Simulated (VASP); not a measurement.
# MgB2 (P6/mmm) in VASP: a series of runs

The runs below take MgB2 through relaxation of shape and atoms at fixed volume, with PBEsol.

Everything below comes from runs of VASP 6.6.1. Logs are shortened: lines on timing, memory, paths and dates and some standing lists are left out, and cuts for length are marked.

**1. The cell of the first run**

Symmetry: P6/mmm, No. 191, hexagonal system. Conventional cell: a = 3.034 Å, b = 3.034 Å, c = 3.460 Å, α = 90.00°, β = 90.00°, γ = 120.00°. Within 3.3 Å of Mg (site symmetry 6/mmm) lie 12 B at 2.46 Å and 6 Mg at 3.03 Å. B (site symmetry -6m2) has 3 B at 1.75 Å within 2.3 Å.

**2. Relaxation of shape and atoms at fixed volume, PBEsol (9.19 Å³/atom)**

INCAR

```
PREC = Accurate ; ENCUT = 600
EDIFF = 1E-6 ; ISMEAR = 0
SIGMA = 0.1 ; LREAL = F
LASPH = T ; NELM = 80
ALGO = Normal ; ISIF = 4
LWAVE = F ; LCHARG = F
GGA = PS ; IBRION = 2
NSW = 50 ; EDIFFG = -0.01
```

KPOINTS

```
regular mesh
0
Gamma
  18 18 12
```

POSCAR

```
MgB2
1.0
    3.0337867927      0.0000000000      0.0000000000
   -1.5168933963      2.6273364321      0.0000000000
    0.0000000000      0.0000000000      3.4597013696
Mg B
1 2
Direct
    0.0000000000      0.0000000000      0.0000000000
    0.3333333333      0.6666666667      0.5000000000
    0.6666666667      0.3333333333      0.5000000000
```

Potentials or basis: VASP PAW PBE potentials, release 64 (Mg, B).

On the command line:

```bash
$ cat potpaw_PBE.64/Mg/POTCAR potpaw_PBE.64/B/POTCAR > POTCAR
$ mpirun -np 1 vasp_std > vasp.out
```

OUTCAR:

```text
PREC = Accurate
   ENCUT = 600
   EDIFF = 1E-6
   ISMEAR = 0
   LREAL = F
   LASPH = T
   NELM = 80
   ISIF = 4
   GGA = PS
   IBRION = 2
   NSW = 50
   EDIFFG = -0.01

 ion  position               nearest neighbor table
   1  0.000  0.000  0.000-   2 2.46   3 2.46   2 2.46   3 2.46   2 2.46   2 2.46   3 2.46   3 2.46
                             3 2.46   3 2.46   2 2.46   2 2.46
   2  0.333  0.667  0.500-   3 1.75   3 1.75   3 1.75   1 2.46   1 2.46   1 2.46   1 2.46   1 2.46
                             1 2.46
   3  0.667  0.333  0.500-   2 1.75   2 1.75   2 1.75   1 2.46   1 2.46   1 2.46   1 2.46   1 2.46
                             1 2.46

  LATTYP: Found a hexagonal cell.
 ALAT       =     3.0337867927
 C/A-ratio  =     1.1403904117

  Lattice vectors:

 A1 = (   3.0337867927,   0.0000000000,   0.0000000000)
 A2 = (  -1.5168933963,   2.6273364321,   0.0000000000)
 A3 = (   0.0000000000,   0.0000000000,   3.4597013696)

Analysis of symmetry for initial positions (statically):
=====================================================================
 Subroutine PRICEL returns:
 Original cell was already a primitive cell.

 Routine SETGRP: Setting up the symmetry group for a
 hexagonal supercell.

 Subroutine GETGRP returns: Found 24 space group operations
 (whereof 24 operations were pure point group operations)
 out of a pool of 24 trial point group operations.

The static configuration has the point symmetry D_6h.

Analysis of symmetry for dynamics (positions and initial velocities):
=====================================================================
 Subroutine PRICEL returns:
 Original cell was already a primitive cell.

 Routine SETGRP: Setting up the symmetry group for a
 hexagonal supercell.

 Subroutine GETGRP returns: Found 24 space group operations
 (whereof 24 operations were pure point group operations)
 out of a pool of 24 trial point group operations.

The dynamic configuration has the point symmetry D_6h.

 Subroutine INISYM returns: Found 24 space group operations
 (whereof 24 operations are pure point group operations),
 and found     1 'primitive' translations

----------------------------------------------------------------------------------------

                                     Primitive cell

  volume of cell :      27.5765

  direct lattice vectors                    reciprocal lattice vectors
     3.033786793  0.000000000  0.000000000     0.329621054  0.190306804  0.000000000
    -1.516893396  2.627336432  0.000000000     0.000000000  0.380613608  0.000000000
     0.000000000  0.000000000  3.459701370     0.000000000  0.000000000  0.289042288

  length of vectors
     3.033786793  3.033786793  3.459701370     0.380613608  0.380613608  0.289042288

  position of ions in fractional coordinates (direct lattice)
     0.000000000  0.000000000  0.000000000
     0.333333333  0.666666667  0.500000000
     0.666666667  0.333333333  0.500000000

  ion indices of the primitive-cell ions
   primitive index   ion index
                 1           1
                 2           2
                 3           3

----------------------------------------------------------------------------------------

 KPOINTS: regular mesh

Automatic generation of k-mesh.
 Grid dimensions read from file:
 generate k-points for:   18   18   12

 Generating k-lattice:

[... 64 lines left out ...]
   NSW    =     50    number of steps for IOM
   IBRION =      2    ionic relax: 0-MD 1-quasi-New 2-CG
   NFREE  =      1    steps in history (QN), initial steepest desc. (CG)
   ISIF   =      4    stress and relaxation
   ISYM   =      2    0-nonsym 1-usesym 2-fastsym
   POTIM  = 0.5000    time-step for ionic-motion
   TEBEG  =    0.0;   TEEND  =   0.0 temperature during run
   PSTRESS=    0.0 pullay stress
   NELECT =       8.0000    total number of electrons
   NUPDOWN=      -1.0000    fix difference up-down
   EMIN   =  10.00;   EMAX   =-10.00  energy-range for DOS
   EFERMI =   0.00;   METHOD = LEGACY
   ISMEAR =     0;   SIGMA  =   0.10  broadening in eV -4-tet -1-fermi 0-gaus
   EFERMI_NEDOS =   21; number of points for ismear=-14 and -15
   IALGO  =     38    algorithm
   IMIX   =      4    mixing-type and parameters
     AMIX     =   0.40;   BMIX     =  1.00
     AMIX_MAG =   1.60;   BMIX_MAG =  1.00
  volume/ion in A,a.u.               =       9.19        62.03
  Fermi-wavevector in a.u.,A,eV,Ry     =   1.083740  2.047971 15.979934  1.174492
  Thomas-Fermi vector in A             =   2.219813
   LORBIT       =      0    0 simple, 1 ext, 2 COOP (PROOUT), +10 PAW based schemes
   GGA     = PS    functional components
   LHFCALC =     F    Hartree Fock is set to
   AEXX    =    0.0000 exact exchange contribution
   IVDW    =     0    specifies the selected vdW correction
   LEPSILON=     F    determine dielectric tensor
   LRPA    =     F    only Hartree local field effects (RPA)
 conjugate gradient relaxation of ions
 non-spin polarized calculation
 Gauss-broadening in eV      SIGMA  =   0.10
  energy-cutoff  :      600.00
  volume of cell :       27.58
 maximum number of plane-waves:       942
   NGX = 13   NGY = 13   NGZ = 13

--------------------------------------- Ionic step        1  -------------------------------------------

 number of electron       8.0000000 magnetization

 Free energy of the ion-electron system (eV)
  ---------------------------------------------------
  ext. energy  EPLUGINS =         0.00000000
  ---------------------------------------------------
  free energy    TOTEN  =       -16.21453132 eV

  energy without entropy =      -16.21165828  energy(sigma->0) =      -16.21309480

------------------------ aborting loop because EDIFF is reached ----------------------------------------

  FORCE on cell =-STRESS in cart. coord.  units (eV):
  Direction    XX          YY          ZZ          XY          YZ          ZX
  --------------------------------------------------------------------------------------
  -------------------------------------------------------------------------------------
  Total        0.9958811      0.9958811      0.6066531      0.0000000     -0.0000000      0.0000000
  in kB       57.8600376     57.8600376     35.2461448      0.0000000     -0.0000000      0.0000000
  external PRESSURE =      50.3220733 kB  Pullay stress =       0.0000000 kB

 VOLUME and BASIS-vectors are now :
 -----------------------------------------------------------------------------
  energy-cutoff  :      600.00
  volume of cell :       27.58
      direct lattice vectors                 reciprocal lattice vectors
     3.033786793  0.000000000  0.000000000     0.329621054  0.190306804  0.000000000
    -1.516893396  2.627336432  0.000000000     0.000000000  0.380613608  0.000000000
     0.000000000  0.000000000  3.459701370     0.000000000  0.000000000  0.289042288

 POSITION                                       TOTAL-FORCE (eV/Angst)
 -----------------------------------------------------------------------------------
      0.00000      0.00000      0.00000         0.000000      0.000000      0.000000
     -0.00000      1.75156      1.72985        -0.000000      0.000000      0.000000
      1.51689      0.87578      1.72985        -0.000000      0.000000     -0.000000
 -----------------------------------------------------------------------------------
    total drift:                                0.000000     -0.000000      0.000000

  FREE ENERGIE OF THE ION-ELECTRON SYSTEM (eV)
  ---------------------------------------------------
  free  energy   TOTEN  =       -16.2145313165 eV

  energy  without entropy=      -16.2116582821  energy(sigma->0) =      -16.21309480

--------------------------------------- Ionic step        2  -------------------------------------------

 number of electron       8.0000000 magnetization

 Free energy of the ion-electron system (eV)
  ---------------------------------------------------
  ext. energy  EPLUGINS =         0.00000000
  ---------------------------------------------------
  free energy    TOTEN  =       -16.21539946 eV

  energy without entropy =      -16.21255718  energy(sigma->0) =      -16.21397832

 E-fermi :   5.5349     XC(G=0): -11.2018

 val. band max:        5.5144380448   @ k =   0.0556   0.0556   0.3333
 cond. band min:       5.5352258399   @ k =   0.0556   0.0556   0.0833
 fundamental gap:      0.0207877951
 Fermi energy:         5.5348520849

 k-point     1 :       0.0000    0.0000    0.0000
  band No.  band energies     occupation
      1      -7.1434      2.00000
      2       2.6081      2.00000
      3       5.9378      0.00000
      4       5.9378      0.00000
      5       7.4467      0.00000
      6      11.9908      0.00000
      7      11.9908      0.00000
      8      14.1180      0.00000
[... 243 lines left out ...]
 k-point    24 :       0.3889    0.1111    0.0000
  band No.  band energies     occupation
      1      -3.5878      2.00000
      2      -1.6428      2.00000
      3       2.4430      2.00000
      4       5.7409      0.00358
      5       9.0541      0.00000
      6      10.2808      0.00000
      7      11.3478      0.00000
      8      13.6399      0.00000

 [... further k-points ...]

------------------------ aborting loop because EDIFF is reached ----------------------------------------

  FORCE on cell =-STRESS in cart. coord.  units (eV):
  Direction    XX          YY          ZZ          XY          YZ          ZX
  --------------------------------------------------------------------------------------
  -------------------------------------------------------------------------------------
  Total        0.8264706      0.8264706      0.7994681      0.0000000      0.0000000      0.0000000
  in kB       48.0173983     48.0173983     46.4485694      0.0000000      0.0000000      0.0000000
  external PRESSURE =      47.4944553 kB  Pullay stress =       0.0000000 kB

 VOLUME and BASIS-vectors are now :
 -----------------------------------------------------------------------------
  energy-cutoff  :      600.00
  volume of cell :       27.58
      direct lattice vectors                 reciprocal lattice vectors
     3.040129668  0.000000000  0.000000000     0.328933338  0.189909751 -0.000000000
    -1.520064834  2.632829523 -0.000000000    -0.000000000  0.379819503  0.000000000
     0.000000000 -0.000000000  3.445279905    -0.000000000  0.000000000  0.290252179

 POSITION                                       TOTAL-FORCE (eV/Angst)
 -----------------------------------------------------------------------------------
      0.00000      0.00000      0.00000         0.000000     -0.000000      0.000000
     -0.00000      1.75522      1.72264         0.000000     -0.000000      0.000000
      1.52006      0.87761      1.72264        -0.000000      0.000000     -0.000000
 -----------------------------------------------------------------------------------
    total drift:                                0.000000     -0.000000      0.000000

  FREE ENERGIE OF THE ION-ELECTRON SYSTEM (eV)
  ---------------------------------------------------
  free  energy   TOTEN  =       -16.2153994597 eV

  energy  without entropy=      -16.2125571783  energy(sigma->0) =      -16.21397832

 reached required accuracy - stopping structural energy minimisation
```

Run time: 48 s. Hardware: 1 thread of Intel Xeon Platinum 8259CL at 2.50GHz (Skylake/Cascade Lake), shared host; peak memory 0.21 GiB.

Results:

| Property | Result |
| --- | --- |
| Free energy | -16.2154 eV |
| Energy gained by relaxing | 0.3 meV/atom |
| Ionic steps | 2 |
| Pressure after relaxing | 4.7 GPa |
| Band gap on the k mesh | zero (bands 4 and 5 overlap by 4.01 eV) |

Stress tensor (GPa, compression positive):
```
4.80 0.00 0.00
0.00 4.80 0.00
0.00 0.00 4.64
```

Step by step:
```
step  energy change (eV)  largest force (eV/Å)  pressure (GPa)  volume (Å³)
   1              0.0000                0.0000            5.03        27.58
   2             -0.0009                0.0000            4.75        27.58
```

Final structure:
```
Mg B
1.0
     3.04013    0.00000    0.00000
    -1.52006    2.63283    0.00000
     0.00000    0.00000    3.44528
Mg B
1 2
Direct
  0.00000 0.00000 0.00000
  0.33333 0.66667 0.50000
  0.66667 0.33333 0.50000
```

Levels at points of the mesh, in eV from the Fermi level:
```csv
k point,band 2,band 3,band 4,band 5,band 6,band 7
"(0.00, 0.00, 0.00)",-2.93,0.40,0.40,1.91,6.46,6.46
"(0.50, 0.00, 0.00)",-8.03,-2.23,0.28,3.27,3.94,5.69
"(0.00, 0.00, 0.50)",-7.64,0.82,0.82,6.77,6.77,8.20
"(0.50, 0.00, 0.50)",-7.06,-3.68,-1.92,-1.32,6.01,9.19
```

Caveat: the PAW data sets were made with another functional, which shifts forces and pressure a little.

[end of part 1 of 2]
